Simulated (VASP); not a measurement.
A run of VASP 6.6.1 is set up as follows.

INCAR

```
PREC     = Accurate       # precision mode
ENCUT    = 600            # plane-wave cutoff, eV
EDIFF    = 1E-7           # SCF threshold, eV
ISMEAR   = -1             # smearing method
SIGMA    = 0.1            # smearing width, eV
LREAL    = False          # projectors in reciprocal space
LASPH    = True           # aspherical terms in the spheres
NELM     = 100            # most SCF steps
ALGO     = Normal         # electronic algorithm
ISIF     = 8              # what is computed and relaxed
LWAVE    = False          # write WAVECAR
LCHARG   = False          # write CHGCAR
GGA      = PS             # functional
IBRION   = 2              # ionic algorithm
NSW      = 80             # ionic steps
EDIFFG   = -0.01          # ionic threshold
```

KPOINTS

```
regular mesh
0
Gamma
  9 9 9
```

The input POSCAR:

```
Pd
1.0
    0.0000000000      1.9465000000      1.9465000000
    1.9465000000      0.0000000000      1.9465000000
    1.9465000000      1.9465000000      0.0000000000
Pd
1
Direct
    0.0000000000      0.0000000000      0.0000000000
```

Potentials or basis: VASP PAW PBE potentials, release 64 (Pd).

Run with:

```sh
$ cat potpaw_PBE.64/Pd/POTCAR > POTCAR
$ mpirun -np 1 vasp_std > vasp.out
```

(1) What does it give for the space group after relaxing (to 0.05 Å)?

(2) Estimate the band gap on the k mesh.

(3) Estimate the relaxed cell.

## Answers

(1) Fm-3m (No. 225).

(2) zero (band 5 reaches 10.06 eV, above the bottom of band 6 at 8.54 eV).

(3) a = 2.739 Å, b = 2.739 Å, c = 2.739 Å, α = 60.00°, β = 60.00°, γ = 60.00°.
